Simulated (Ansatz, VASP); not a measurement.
# Ni in VASP and in Ansatz

The input INCAR:

```
PREC = Accurate
ENCUT = 520
EDIFF = 1E-6
ISMEAR = -1
SIGMA = 0.05
LREAL = False
LASPH = True
NELM = 150
ALGO = Normal
ISIF = 2
LWAVE = False
LCHARG = False
ISPIN = 2
MAGMOM = -0.849 -0.849
LORBIT = 11
LMAXMIX = 4
GGA = RE
NBANDS = 21
```

KPOINTS

```
regular mesh
0
Gamma
  12 12 12
```

POSCAR

```
Ni
1.0
    0.0000000000      2.6067615700      2.6067615700
    2.6067615700      0.0000000000      2.6067615700
    2.6067615700      2.6067615700      0.0000000000
Ni
2
Direct
    0.1250000000      0.1250000000      0.1250000000
    0.8750000000      0.8750000000      0.8750000000
```

Input for Ansatz:

```yaml
crystal:
  lattice:
    - [0.0, 2.60676157, 2.60676157]
    - [2.60676157, 0.0, 2.60676157]
    - [2.60676157, 2.60676157, 0.0]
  atoms:
    - { symbol: Ni, position: [0.125, 0.125, 0.125], spin: -0.849 }
    - { symbol: Ni, position: [0.875, 0.875, 0.875], spin: -0.849 }
hamiltonian:
  xc: revpbe
  pseudopotentials:
    kind: paw
    azcp:
      Ni: "pseudopotentials/Ni.paw.azcp"
basis:
  ecutwfc: 420
  fft_grid_basis: typed
kpoints:
  mp_grid: { grid: [12, 12, 12], shift: [0, 0, 0] }
magnetization:
  spin_polarized: true
scf:
  occupations: { method: fermi_dirac, width: 0.05 }
  lower_state_search: "off"
output:
  stress: true
  write_density: true
  write_potential: true
  elf: true
  volumetric_format: npy
```

Alike in both runs: task single point; functional revPBE; k mesh 12 × 12 × 12; occupations fermi-dirac, width 0.05 eV; collinear spin.

|  | VASP | Ansatz |
| --- | --- | --- |
| version | VASP 6.6.1 | Ansatz 0.2.0 |
| potentials or method | VASP PAW PBE potentials, release 64 (Ni), cutoff 520 eV | plane waves (420 eV) with PAW, scalar-relativistic |
| valence electrons in the cell | 20 | 36 |

|  | VASP | Ansatz | Ansatz less VASP |
| --- | --- | --- | --- |
| pressure (GPa) | -2.8 | -2.9 | -0.12 |
| net moment per atom (μB) | 0.79 | 0.80 | +0.014 |
| size of the moment on the site where the two differ most (μB) | 0.81 | 0.85 | +0.047 |

VASP's potentials were made for PBE, not for revPBE. Site moments also hang on the region over which each program counts them. VASP's potentials hold 20 valence electrons a cell and Ansatz's 36, so a difference there can come from the potentials and not from the codes.
